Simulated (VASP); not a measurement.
# SrAs2Ir2 in VASP: single point with PBE

Aim: the single point of SrAs2Ir2 with PBE.

Program: VASP 6.6.1. These are calculated values, not measurements. Logs are shortened: lines on timing, memory, paths and dates and some standing lists are left out, and cuts for length are marked.

## (1) The cell of the first run

The typed cell holds 5 atoms: a = 4.266 Å, b = 4.266 Å, c = 7.087 Å, α = 90.00°, β = 90.00°, γ = 60.00°.

## (2) Single point, PBE

Contents of INCAR:

```
SYSTEM = SrAs2Ir2
PREC = Accurate
ENCUT = 520
EDIFF = 1E-7
ISMEAR = -1
SIGMA = 0.0592
LREAL = .False.
LASPH = .True.
NELM = 80
ALGO = Normal
ISIF = 2
LWAVE = .False.
LCHARG = .True.
GGA = PE
LELF = .True.
LVHAR = .True.
NBANDS = 27
```

Contents of KPOINTS:

```
regular mesh
0
Gamma
  9 9 5
  0 0 0
```

Contents of POSCAR:

```
SrAs2Ir2
1.0
    2.1332020000      3.6948110000      0.0000000000
   -2.1332020000      3.6948110000      0.0000000000
    0.0000000000      0.0000000000      7.0868160000
Sr Ir As
1 2 2
Direct
    0.0000000000      0.0000000000      0.0000000000
    0.3333000000      0.3334000000      0.6308000000
    0.6667000000      0.6666000000      0.3692000000
    0.3333000000      0.3334000000      0.2508000000
    0.6667000000      0.6666000000      0.7492000000
```

Potentials or basis: VASP PAW PBE potentials, release 64 (Sr_sv, Ir, As).

Command:

```
cat potpaw_PBE.64/Sr_sv/POTCAR potpaw_PBE.64/Ir/POTCAR potpaw_PBE.64/As/POTCAR > POTCAR
mpirun -np 1 vasp_std > vasp.out
```

OUTCAR:

```text
SYSTEM = SrAs2Ir2
   PREC = Accurate
   ENCUT = 520
   EDIFF = 1E-7
   ISMEAR = -1
   LREAL = .False.
   LASPH = .True.
   NELM = 80
   ISIF = 2
   GGA = PE

 ion  position               nearest neighbor table
   1  0.000  0.000  0.000-   5 3.04   4 3.04   5 3.04   4 3.04   5 3.04   4 3.04   3 3.59   2 3.59
                             3 3.59   2 3.59   2 3.59   3 3.59
   2  0.333  0.333  0.631-   5 2.60   5 2.60   5 2.60   4 2.69   3 3.08   3 3.08   3 3.08   1 3.59
                             1 3.59   1 3.59
   3  0.667  0.667  0.369-   4 2.60   4 2.60   4 2.60   5 2.69   2 3.08   2 3.08   2 3.08   1 3.59
                             1 3.59   1 3.59
   4  0.333  0.333  0.251-   3 2.60   3 2.60   3 2.60   2 2.69   1 3.04   1 3.04   1 3.04
   5  0.667  0.667  0.749-   2 2.60   2 2.60   2 2.60   3 2.69   1 3.04   1 3.04   1 3.04

  LATTYP: Found a hexagonal cell.
 ALAT       =     4.2664011882
 C/A-ratio  =     1.6610758547

  Lattice vectors:

 A1 = (   2.1332020000,  -3.6948110000,   0.0000000000)
 A2 = (   2.1332020000,   3.6948110000,   0.0000000000)
 A3 = (   0.0000000000,   0.0000000000,   7.0868160000)

Analysis of symmetry for initial positions (statically):
=====================================================================
 Subroutine PRICEL returns:
 Original cell was already a primitive cell.

 Routine SETGRP: Setting up the symmetry group for a
 hexagonal supercell.

 Subroutine GETGRP returns: Found  4 space group operations
 (whereof  4 operations were pure point group operations)
 out of a pool of 24 trial point group operations.

The static configuration has the point symmetry C_2h.

Analysis of symmetry for dynamics (positions and initial velocities):
=====================================================================
 Subroutine PRICEL returns:
 Original cell was already a primitive cell.

 Routine SETGRP: Setting up the symmetry group for a
 hexagonal supercell.

 Subroutine GETGRP returns: Found  4 space group operations
 (whereof  4 operations were pure point group operations)
 out of a pool of 24 trial point group operations.

The dynamic configuration has the point symmetry C_2h.

 Subroutine INISYM returns: Found  4 space group operations
 (whereof  4 operations are pure point group operations),
 and found     1 'primitive' translations

----------------------------------------------------------------------------------------

                                     Primitive cell

  volume of cell :     111.7134

  direct lattice vectors                    reciprocal lattice vectors
     2.133202000  3.694811000  0.000000000     0.234389430  0.135324919  0.000000000
    -2.133202000  3.694811000  0.000000000    -0.234389430  0.135324919  0.000000000
     0.000000000  0.000000000  7.086816000     0.000000000  0.000000000  0.141107092

  length of vectors
     4.266401188  4.266401188  7.086816000     0.270649660  0.270649660  0.141107092

  position of ions in fractional coordinates (direct lattice)
     0.000000000  0.000000000  0.000000000
     0.333300000  0.333400000  0.630800000
     0.666700000  0.666600000  0.369200000
     0.333300000  0.333400000  0.250800000
     0.666700000  0.666600000  0.749200000

  ion indices of the primitive-cell ions
   primitive index   ion index
                 1           1
                 2           2
                 3           3
                 4           4
                 5           5

----------------------------------------------------------------------------------------

 KPOINTS: regular mesh

Automatic generation of k-mesh.
 Grid dimensions read from file:
 generate k-points for:    9    9    5

 Generating k-lattice:

  Cartesian coordinates                     Fractional coordinates (reciprocal lattice)
     0.026043270  0.015036102  0.000000000     0.111111111  0.000000000  0.000000000
    -0.026043270  0.015036102  0.000000000     0.000000000  0.111111111  0.000000000
     0.000000000  0.000000000  0.028221418     0.000000000  0.000000000  0.200000000

  Length of vectors
     0.030072184  0.030072184  0.028221418

  Shift w.r.t. Gamma in fractional coordinates (k-lattice)
     0.000000000  0.000000000  0.000000000

 Subroutine IBZKPT returns following result:
 ===========================================

 Found    115 irreducible k-points:

 Following reciprocal coordinates:
            Coordinates               Weight
  0.000000  0.000000  0.000000      1.000000
  0.111111  0.000000  0.000000      4.000000
  0.000000  0.111111  0.000000      2.000000
  0.222222 -0.000000  0.000000      4.000000
 -0.000000  0.222222  0.000000      2.000000
  0.333333 -0.000000  0.000000      4.000000
[... 16 lines left out ...]
  0.333333 -0.444444  0.000000      4.000000
 -0.222222  0.333333  0.000000      4.000000
 [... further k-points ...]
   k-points           NKPTS =    115   k-points in BZ     NKDIM =    115   number of bands    NBANDS=     27
   number of dos      NEDOS =    301   number of ions     NIONS =      5
   total plane-waves  NPLWV =  55296
   dimension x,y,z NGX =    32 NGY =   32 NGZ =   54
   dimension x,y,z NGXF=    64 NGYF=   64 NGZF=  108
   ions per type =               1   2   2
   NGX,Y,Z   is equivalent  to a cutoff of  12.47, 12.47, 12.67 a.u.
   NGXF,Y,Z  is equivalent  to a cutoff of  24.94, 24.94, 25.34 a.u.
 SYSTEM =  SrAs2Ir2
   PREC   = accura    normal or accurate (medium, high low for compatibility)
   ISTART =      0    job   : 0-new  1-cont  2-samecut
   ICHARG =      2    charge: 1-file 2-atom 10-const
   ISPIN  =      1    spin polarized calculation?
   LNONCOLLINEAR =      F non collinear calculations
   LSORBIT =      F    spin-orbit coupling
   LASPH  =      T    aspherical Exc in radial PAW
   ENCUT  =  520.0 eV  38.22 Ry    6.18 a.u.   7.93  7.93 13.18*2*pi/ulx,y,z
   NELM   =     80;   NELMIN=  2; NELMDL= -5     # of ELM steps
   EDIFF  = 0.1E-06   stopping-criterion for ELM
   LREAL  =      F    real-space projection
   EDIFFG = 0.1E-05   stopping-criterion for IOM
   NSW    =      0    number of steps for IOM
   IBRION =     -1    ionic relax: 0-MD 1-quasi-New 2-CG
   NFREE  =      0    steps in history (QN), initial steepest desc. (CG)
   ISIF   =      2    stress and relaxation
   ISYM   =      2    0-nonsym 1-usesym 2-fastsym
   POTIM  = 0.5000    time-step for ionic-motion
   TEBEG  =    0.0;   TEEND  =   0.0 temperature during run
   PSTRESS=    0.0 pullay stress
   NELECT =      38.0000    total number of electrons
   NUPDOWN=      -1.0000    fix difference up-down
   EMIN   =  10.00;   EMAX   =-10.00  energy-range for DOS
   EFERMI =   0.00;   METHOD = LEGACY
   ISMEAR =    -1;   SIGMA  =   0.06  broadening in eV -4-tet -1-fermi 0-gaus
   EFERMI_NEDOS =   21; number of points for ismear=-14 and -15
   IALGO  =     38    algorithm
   IMIX   =      4    mixing-type and parameters
     AMIX     =   0.40;   BMIX     =  1.00
     AMIX_MAG =   1.60;   BMIX_MAG =  1.00
  volume/ion in A,a.u.               =      22.34       150.78
  Fermi-wavevector in a.u.,A,eV,Ry     =   1.142793  2.159566 17.768880  1.305976
  Thomas-Fermi vector in A             =   2.279490
   LORBIT       =      0    0 simple, 1 ext, 2 COOP (PROOUT), +10 PAW based schemes
   GGA     = PE    functional components
   LHFCALC =     F    Hartree Fock is set to
   AEXX    =    0.0000 exact exchange contribution
   IVDW    =     0    specifies the selected vdW correction
   LEPSILON=     F    determine dielectric tensor
   LRPA    =     F    only Hartree local field effects (RPA)
 non-spin polarized calculation
  energy-cutoff  :      520.00
  volume of cell :      111.71
 maximum number of plane-waves:      3033
   NGX = 15   NGY = 15   NGZ = 27

 number of electron      37.9999999 magnetization

 Free energy of the ion-electron system (eV)
  ---------------------------------------------------
  ext. energy  EPLUGINS =         0.00000000
  ---------------------------------------------------
  free energy    TOTEN  =       -30.22931793 eV

  energy without entropy =      -30.18362348  energy(sigma->0) =      -30.20647070

 E-fermi :   4.7570     XC(G=0): -10.4703

 val. band max:        4.7462221461   @ k =   0.4444   0.1111   0.4000
 cond. band min:       4.7590701763   @ k =  -0.3333  -0.1111   0.2000
 fundamental gap:      0.0128480302
 Fermi energy:         4.7570379944

 k-point     1 :       0.0000    0.0000    0.0000
  band No.  band energies     occupation
      1     -30.1600      2.00000
      2     -12.3833      2.00000
      3     -12.1983      2.00000
      4     -12.1983      2.00000
      5      -7.2331      2.00000
      6      -6.1739      2.00000
[... 19 lines left out ...]
     26       8.3994      0.00000
     27       8.3998      0.00000

 k-point     2 :       0.1111    0.0000    0.0000
  band No.  band energies     occupation
      1     -30.1585      2.00000
      2     -12.3715      2.00000
      3     -12.2335      2.00000
      4     -12.2045      2.00000
      5      -7.1322      2.00000
      6      -6.1668      2.00000
[... 19 lines left out ...]
     26       8.8994      0.00000
     27       9.0179      0.00000

 k-point     3 :       0.0000    0.1111    0.0000
  band No.  band energies     occupation
      1     -30.1585      2.00000
      2     -12.3715      2.00000
      3     -12.2336      2.00000
      4     -12.2045      2.00000
      5      -7.1322      2.00000
      6      -6.1669      2.00000
[... 19 lines left out ...]
     26       8.8997      0.00000
     27       9.0169      0.00000

 k-point     4 :       0.2222   -0.0000    0.0000
  band No.  band energies     occupation
      1     -30.1546      2.00000
      2     -12.3445      2.00000
      3     -12.3163      2.00000
      4     -12.2202      2.00000
      5      -6.8656      2.00000
      6      -6.1506      2.00000
[... 19 lines left out ...]
     26       9.5754      0.00000
     27       9.7276      0.00000
[... 516 lines left out ...]
      4     -12.2724      2.00000
      5      -6.1912      2.00000
      6      -6.1241      2.00000
[... 19 lines left out ...]
     26       9.8631      0.00000
     27      10.3265      0.00000

 k-point    23 :       0.3333   -0.4444    0.0000
  band No.  band energies     occupation
      1     -30.1461      2.00000
      2     -12.4332      2.00000
      3     -12.3228      2.00000
      4     -12.2724      2.00000
      5      -6.1912      2.00000
      6      -6.1242      2.00000
[... 19 lines left out ...]
     26       9.8629      0.00000
     27      10.3266      0.00000

 k-point    24 :      -0.2222    0.3333    0.0000
  band No.  band energies     occupation
      1     -30.1461      2.00000
      2     -12.4333      2.00000
      3     -12.3228      2.00000
      4     -12.2724      2.00000
      5      -6.1913      2.00000
      6      -6.1243      2.00000
[... 19 lines left out ...]
     26       9.8634      0.00000
     27      10.3265      0.00000

 [... further k-points ...]

------------------------ aborting loop because EDIFF is reached ----------------------------------------

  FORCE on cell =-STRESS in cart. coord.  units (eV):
  Direction    XX          YY          ZZ          XY          YZ          ZX
  --------------------------------------------------------------------------------------
  -------------------------------------------------------------------------------------
  Total       -6.9898555     -6.9903610     -6.9147291     -0.0004484      0.0001396     -0.0002418
  in kB     -100.2474689   -100.2547191    -99.1700170     -0.0064314      0.0020026     -0.0034684
  external PRESSURE =     -99.8907350 kB  Pullay stress =       0.0000000 kB

 VOLUME and BASIS-vectors are now :
 -----------------------------------------------------------------------------
  energy-cutoff  :      520.00
  volume of cell :      111.71
      direct lattice vectors                 reciprocal lattice vectors
     2.133202000  3.694811000  0.000000000     0.234389430  0.135324919  0.000000000
    -2.133202000  3.694811000  0.000000000    -0.234389430  0.135324919  0.000000000
     0.000000000  0.000000000  7.086816000     0.000000000  0.000000000  0.141107092

 POSITION                                       TOTAL-FORCE (eV/Angst)
 -----------------------------------------------------------------------------------
      0.00000      0.00000      0.00000        -0.000000     -0.000000      0.000000
     -0.00021      2.46333      4.47036         0.001099     -0.000635     -0.062322
      0.00021      4.92629      2.61645        -0.001099      0.000635      0.062322
     -0.00021      2.46333      1.77737         0.001748     -0.001009      2.736049
      0.00021      4.92629      5.30944        -0.001748      0.001009     -2.736049
 -----------------------------------------------------------------------------------
    total drift:                               -0.000000      0.000000      0.000000

  FREE ENERGIE OF THE ION-ELECTRON SYSTEM (eV)
  ---------------------------------------------------
  free  energy   TOTEN  =       -30.2293179277 eV

  energy  without entropy=      -30.1836234768  energy(sigma->0) =      -30.20647070
```

Run time: 4.7 min. Hardware: 1 thread of Intel Xeon Platinum 8375C at 2.90GHz (Ice Lake), shared host; peak memory 0.49 GiB.

What came out:

```yaml
Free_energy: -30.2293 eV
Pressure: -10.0 GPa
Largest_force: 2.736 eV/Å
Band_gap_on_the_k_mesh: zero (bands 19 and 20 overlap by 1.75 eV)
```

Forces in eV/Å, atoms in the order of the input:
```
Sr   0.000  0.000  0.000
Ir   0.001 -0.001 -0.062
Ir  -0.001  0.001  0.062
As   0.002 -0.001  2.736
As  -0.002  0.001 -2.736
```

Levels at points of the mesh, in eV from the Fermi level:
```tsv
k point	band 17	band 18	band 19	band 20	band 21	band 22
(0.00, 0.00, 0.00)	-0.82	1.03	1.22	1.30	1.30	2.44
```

Caveat: the cell stands under tension; spin-orbit coupling is left out, which moves the levels of the heavy elements; forces of over 1 eV/Å act on the atoms, so gaps and moduli don't describe the material at rest.
